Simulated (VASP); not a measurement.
# Ga (P6/mmm) in VASP: a series of runs, part 2 of 2

VASP 6.6.1. The steps go on from the part before.

## Step 4: Relaxation of cell and atoms, PBE, target pressure 39 GPa, at which the enthalpy is minimised

This run uses another cell than the first one: it holds 1 atom, not 3.

Contents of INCAR:

```
ALGO = Normal
EDIFF = 1E-6
EDIFFG = -0.005
ENCUT = 600
GGA = PE
IBRION = 2
ISIF = 3
ISMEAR = -1
LASPH = T
LCHARG = F
LREAL = F
LWAVE = F
NELM = 60
NSW = 32
PREC = Accurate
PSTRESS = 390.0
SIGMA = 0.1
```

Contents of KPOINTS:

```
k-points
0
Gamma
  17 17 16
```

Contents of POSCAR:

```
Ga
1.0
    2.5486616442      0.0000000000      0.0000000000
   -1.2743308221      2.2072057295      0.0000000000
    0.0000000000      0.0000000000      2.4537738550
Ga
1
Direct
    0.0000000000      0.0000000000      0.0000000000
```

Potentials or basis: VASP PAW PBE potentials, release 64 (Ga_d).

Started as:

```sh
$ cat potpaw_PBE.64/Ga_d/POTCAR > POTCAR
$ mpirun -np 1 vasp_std > vasp.out
```

OUTCAR:

```text
EDIFF = 1E-6
   EDIFFG = -0.005
   ENCUT = 600
   GGA = PE
   IBRION = 2
   ISIF = 3
   ISMEAR = -1
   LASPH = T
   LREAL = F
   NELM = 60
   NSW = 32
   PREC = Accurate
   PSTRESS = 390.0

 ion  position               nearest neighbor table
   1  0.000  0.000  0.000-

  LATTYP: Found a hexagonal cell.
 ALAT       =     2.5486616442
 C/A-ratio  =     0.9627695620

  Lattice vectors:

 A1 = (   2.5486616442,   0.0000000000,   0.0000000000)
 A2 = (  -1.2743308221,   2.2072057295,   0.0000000000)
 A3 = (   0.0000000000,   0.0000000000,   2.4537738550)

Analysis of symmetry for initial positions (statically):
=====================================================================
 Subroutine PRICEL returns:
 Original cell was already a primitive cell.

 Routine SETGRP: Setting up the symmetry group for a
 hexagonal supercell.

 Subroutine GETGRP returns: Found 24 space group operations
 (whereof 24 operations were pure point group operations)
 out of a pool of 24 trial point group operations.

The static configuration has the point symmetry D_6h.

Analysis of symmetry for dynamics (positions and initial velocities):
=====================================================================
 Subroutine PRICEL returns:
 Original cell was already a primitive cell.

 Routine SETGRP: Setting up the symmetry group for a
 hexagonal supercell.

 Subroutine GETGRP returns: Found 24 space group operations
 (whereof 24 operations were pure point group operations)
 out of a pool of 24 trial point group operations.

The dynamic configuration has the point symmetry D_6h.

 Subroutine INISYM returns: Found 24 space group operations
 (whereof 24 operations are pure point group operations),
 and found     1 'primitive' translations

[... 118 lines left out ...]
   LHFCALC =     F    Hartree Fock is set to
   AEXX    =    0.0000 exact exchange contribution
   IVDW    =     0    specifies the selected vdW correction
   LEPSILON=     F    determine dielectric tensor
   LRPA    =     F    only Hartree local field effects (RPA)
 conjugate gradient relaxation of ions
 non-spin polarized calculation
  energy-cutoff  :      600.00
  volume of cell :       13.80
 maximum number of plane-waves:       478
   NGX = 11   NGY = 11   NGZ =  9

--------------------------------------- Ionic step        1  -------------------------------------------

 number of electron      12.9999991 magnetization

 Free energy of the ion-electron system (eV)
  ---------------------------------------------------
  ext. energy  EPLUGINS =         0.00000000
  ---------------------------------------------------
  free energy    TOTEN  =        -2.38064014 eV

  energy without entropy =       -2.36771552  energy(sigma->0) =       -2.37417783

------------------------ aborting loop because EDIFF is reached ----------------------------------------

  FORCE on cell =-STRESS in cart. coord.  units (eV):
  Direction    XX          YY          ZZ          XY          YZ          ZX
  --------------------------------------------------------------------------------------
  -------------------------------------------------------------------------------------
  Total        3.3790458      3.3790458      3.3796112     -0.0000000      0.0000000      0.0000000
  in kB      392.2068077    392.2068077    392.2724291     -0.0000000      0.0000000      0.0000000
  external PRESSURE =       2.2286815 kB  Pullay stress =     390.0000000 kB
[... 61 lines left out ...]
--------------------------------------- Ionic step        3  -------------------------------------------

 number of electron      12.9999991 magnetization

 Free energy of the ion-electron system (eV)
  ---------------------------------------------------
  ext. energy  EPLUGINS =         0.00000000
  ---------------------------------------------------
  free energy    TOTEN  =        -2.38628081 eV

  energy without entropy =       -2.37335527  energy(sigma->0) =       -2.37981804

 E-fermi :   8.6430     XC(G=0): -12.6177

 val. band max:        8.6377196310   @ k =   0.2941   0.1765   0.4375
 cond. band min:       8.6524992601   @ k =   0.1765  -0.0000   0.3125
 fundamental gap:      0.0147796291
 Fermi energy:         8.6430180146

 k-point     1 :       0.0000    0.0000    0.0000
  band No.  band energies     occupation
      1      -7.1996      2.00000
      2      -6.6835      2.00000
      3      -6.6835      2.00000
      4      -6.1357      2.00000
      5      -6.1357      2.00000
      6      -4.9435      2.00000
      7      19.1962      0.00000
      8      22.7994      0.00000
      9      24.2085      0.00000
     10      24.2085      0.00000
[... 287 lines left out ...]
 k-point    24 :       0.1765    0.1765    0.0000
  band No.  band energies     occupation
      1      -7.0065      2.00000
      2      -6.8150      2.00000
      3      -6.3917      2.00000
      4      -6.3233      2.00000
      5      -6.1980      2.00000
      6      -1.8527      2.00000
      7      12.8429      0.00000
      8      13.7390      0.00000
      9      22.4697      0.00000
     10      25.4773      0.00000

 [... further k-points ...]
[... 5 lines left out ...]
  --------------------------------------------------------------------------------------
  -------------------------------------------------------------------------------------
  Total        3.3656358      3.3656358      3.3627404      0.0000000      0.0000000      0.0000000
  in kB      389.9979342    389.9979342    389.6624230      0.0000000      0.0000000      0.0000000
  external PRESSURE =      -0.1139029 kB  Pullay stress =     390.0000000 kB
[... 20 lines left out ...]
  energy  without entropy=       -2.3733552688  energy(sigma->0) =       -2.37981804

  enthalpy is  TOTEN    =         0.9793727987 eV   P V=        3.3656536044

 reached required accuracy - stopping structural energy minimisation
```

CONTCAR:

```text
Ga
   1.00000000000000
     2.5500680032041556    0.0000000000000000    0.0000000000000000
    -1.2750340016020778    2.2084236721188897    0.0000000000000000
     0.0000000000000000    0.0000000000000000    2.4551681170112585
  Ga
     1
Direct
     0.0000000000000000    0.0000000000000000    0.0000000000000000

  0.00000000E+00  0.00000000E+00  0.00000000E+00
```

It took 54 s on 1 thread of Intel Xeon Platinum 8488C (Sapphire Rapids), shared host; peak memory 0.17 GiB.

Results:

```
Free energy                                            : -2.3863 eV
Relaxed volume                                         : 13.83 Å³/atom
Relaxed cell                                           : a = 2.550 Å, b = 2.550 Å, c = 2.455 Å, α = 90.00°, β = 90.00°, γ = 120.00°
Space group after relaxing (to 0.05 Å)                 : P6/mmm (No. 191)
Energy change on relaxing (the enthalpy is what falls) : -5.6 meV/atom
Ionic steps                                            : 3
Pressure after relaxing                                : 39.0 GPa
```

Step by step:
```
step  energy change (eV)  largest force (eV/Å)  pressure (GPa)  volume (Å³)
   1              0.0000                0.0000           39.22        13.80
   2             -0.0094                0.0000           38.68        13.84
   3             -0.0056                0.0000           38.99        13.83
```

Final structure:
```
Ga
1.0
     2.55007    0.00000    0.00000
    -1.27503    2.20842    0.00000
     0.00000    0.00000    2.45517
Ga
1
Cartesian
  0.0000 0.0000 0.0000
```

Levels at points of the mesh, in eV from the Fermi level:
| k point | band 5 | band 6 | band 7 | band 8 | band 9 | band 10 |
| --- | --- | --- | --- | --- | --- | --- |
| (0.00, 0.00, 0.00) | -14.78 | -13.59 | 10.55 | 14.16 | 15.57 | 15.57 |
| (0.00, 0.00, 0.50) | -15.05 | -7.31 | -6.28 | 21.05 | 21.05 | 22.35 |

Caveat: the cell is relaxed towards a set pressure, so the enthalpy falls and the energy may rise.

## Step 5: Relaxation of cell and atoms, PBE, target pressure 39 GPa, at which the enthalpy is minimised

This run uses another cell than the first one, of 13.56 Å³/atom, 0.997 times its volume.

Contents of INCAR:

```
  PREC = Accurate
  ENCUT = 600
  EDIFF = 1E-6
  ISMEAR = -1
  SIGMA = 0.1
  LREAL = False
  LASPH = True
  NELM = 80
  ALGO = Normal
  ISIF = 3
  LWAVE = False
  LCHARG = False
  GGA = PE
  IBRION = 2
  NSW = 60
  EDIFFG = -0.005
  PSTRESS = 390.0
```

Contents of KPOINTS:

```
Automatic mesh
0
Gamma
  9 9 12
```

Contents of POSCAR:

```
Ga
1.0
    4.2317940591      0.0000000000      0.0000000000
   -2.1158970296      3.6648411588      0.0000000000
    0.0000000000      0.0000000000      2.6237123166
Ga
3
Direct
    0.0000000000      0.0000000000      0.0000000000
    0.3333333333      0.6666666667      0.5000000000
    0.6666666667      0.3333333333      0.5000000000
```

Started as:

```sh
$ cat potpaw_PBE.64/Ga_d/POTCAR > POTCAR
$ mpirun -np 1 vasp_std > vasp.out
```

Run time: 6.6 min. Hardware: 1 thread of Intel Xeon 6975P-C, shared host; peak memory 0.24 GiB.

The run converged. Its results:

| Item | Value |
| --- | --- |
| Free energy | -7.1476 eV |
| Relaxed volume | 13.61 Å³/atom |
| Relaxed cell | a = 4.314 Å, b = 4.314 Å, c = 2.534 Å, α = 90.00°, β = 90.00°, γ = 120.00° |
| Space group after relaxing (to 0.05 Å) | P6/mmm (No. 191) |
| Energy change on relaxing (the enthalpy is what falls) | -21.0 meV/atom |
| Ionic steps | 11 |
| Pressure after relaxing | 39.0 GPa |

The path:
| step | energy change (eV) | largest force (eV/Å) | pressure (GPa) | volume (Å³) |
| --- | --- | --- | --- | --- |
| 1 | 0.0000 | 0.0000 | 39.80 | 40.69 |
| 2 | -0.1134 | 0.0000 | 37.49 | 41.08 |
| 3 | -0.1493 | 0.0000 | 36.80 | 41.22 |
| 4 | 0.0324 | 0.0000 | 41.12 | 40.46 |
| 5 | -0.0358 | 0.0000 | 39.48 | 40.73 |
| 6 | -0.0319 | 0.0000 | 39.66 | 40.72 |
| 7 | -0.0496 | 0.0000 | 39.40 | 40.79 |
| 8 | -0.0522 | 0.0000 | 39.20 | 40.80 |
| 9 | -0.0515 | 0.0000 | 39.33 | 40.79 |
| 10 | -0.0817 | 0.0000 | 38.62 | 40.92 |
| 11 | -0.0629 | 0.0000 | 39.00 | 40.84 |

Final structure:
```xyz
3
Lattice="4.3140 0.0000 0.0000 -2.1570 3.7361 0.0000 0.0000 0.0000 2.5340" Properties=species:S:1:pos:R:3 pbc="T T T"
Ga    0.0000    0.0000    0.0000
Ga    0.0000    2.4907    1.2670
Ga    2.1570    1.2453    1.2670
```

Levels at points of the mesh, in eV from the Fermi level:
| k point | band 17 | band 18 | band 19 | band 20 | band 21 | band 22 |
| --- | --- | --- | --- | --- | --- | --- |
| (0.00, 0.00, 0.00) | -2.73 | -2.56 | -2.43 | -2.43 | -2.36 | -2.36 |
| (0.00, 0.00, 0.50) | -7.37 | 1.58 | 1.76 | 1.76 | 2.06 | 3.30 |

Caveat: the cell is relaxed towards a set pressure, so the enthalpy falls and the energy may rise.

## Step 6: Overview

```tsv
task	cell	k mesh	cutoff (eV)	gap on the mesh (eV)	pressure (GPa)
single point	a = 4.313, b = 4.313, c = 2.533 Å, angles 90.0, 90.0, 120.0°, 3 atoms	9 × 9 × 12	520	none	39.2
relaxation of cell and atoms	relaxed to 39 GPa from a = 2.571, b = 2.571, c = 2.417 Å, angles 90.0, 90.0, 120.0°, 1 atom	17 × 17 × 16	600	none	39.0
relaxation of cell and atoms	relaxed to 39 GPa from a = 2.549, b = 2.549, c = 2.454 Å, angles 90.0, 90.0, 120.0°, 1 atom	17 × 17 × 16	600	none	39.0
relaxation of cell and atoms	relaxed to 39 GPa from a = 4.232, b = 4.232, c = 2.624 Å, angles 90.0, 90.0, 120.0°, 3 atoms	9 × 9 × 12	600	none	39.0
```

Alike in all rows: level PBE; potentials or basis VASP PAW PBE potentials, release 64 (Ga_d); no spin polarisation; smearing fermi-dirac 0.1 eV.

Caveats: the cell is relaxed towards a set pressure, so the enthalpy falls and the energy may rise (some runs).

Absolute energies hang on the potentials; compare differences alone.
